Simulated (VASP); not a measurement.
Crystal: Nb2SnB2O.

```
Nb Sn B O
1.0
    -2.53233    2.53233    4.08590
     2.53233   -2.53233    4.08590
     2.53233    2.53233   -4.08590
Nb Sn B O
2 1 2 1
Direct
  0.72391 0.72391 0.00000
  0.27609 0.27609 0.00000
  0.00000 0.00000 0.00000
  0.75000 0.25000 0.50000
  0.25000 0.75000 0.50000
  0.50000 0.50000 0.00000
```

- Program: VASP 6.6.1
- Task: relaxation of cell and atoms
- Functional: PBE
- Potentials or basis: VASP PAW PBE potentials, release 64 (Nb_sv, Sn_d, B, O)
- Cutoff: 600 eV
- k mesh: 3 × 3 × 3
- Occupations: gaussian, width 0.15 eV
- Spin: no spin polarisation

At the start: pressure 11.9 GPa; volume 17.47 Å³/atom.

Question: How do energy, volume and symmetry change on relaxing?

Answer: Over 9 steps the energy falls by 1229.5 meV/atom and the volume is 15.53 Å³/atom (-11.1 %); space group I4/mmm (No. 139, to 0.05 Å).

The path:
```
step  energy change (eV)  largest force (eV/Å)  pressure (GPa)  volume (Å³)
   1              0.0000                7.4323           11.94       104.81
   2             -5.0382                0.0868          -18.42       114.14
   3             -6.0824                1.1369          -16.46       111.93
   4             -6.0813                1.1933          -16.31       111.81
   5             -6.0626                1.3547          -15.72       111.42
   6             -7.1718                0.0902            8.37        88.36
   7             -7.3575                0.4038           -0.56        93.71
   8             -7.3749                0.1678           -0.11        93.37
   9             -7.3772                0.0262            0.16        93.20
```

Final structure:
```
CELL_PARAMETERS angstrom
-2.19236 2.19236 4.84771
2.19236 -2.19236 4.84771
2.19236 2.19236 -4.84771
ATOMIC_POSITIONS crystal
Nb 0.70171 0.70171 0.00000
Nb 0.29829 0.29829 0.00000
Sn 0.00000 0.00000 0.00000
B 0.75000 0.25000 0.50000
B 0.25000 0.75000 0.50000
O 0.50000 0.50000 0.00000
```

Caveat: the k points lie up to 0.68 Å⁻¹ apart in the final cell; the relaxation stopped at a loose force limit of 0.08 eV/Å, so its end isn't a converged minimum.
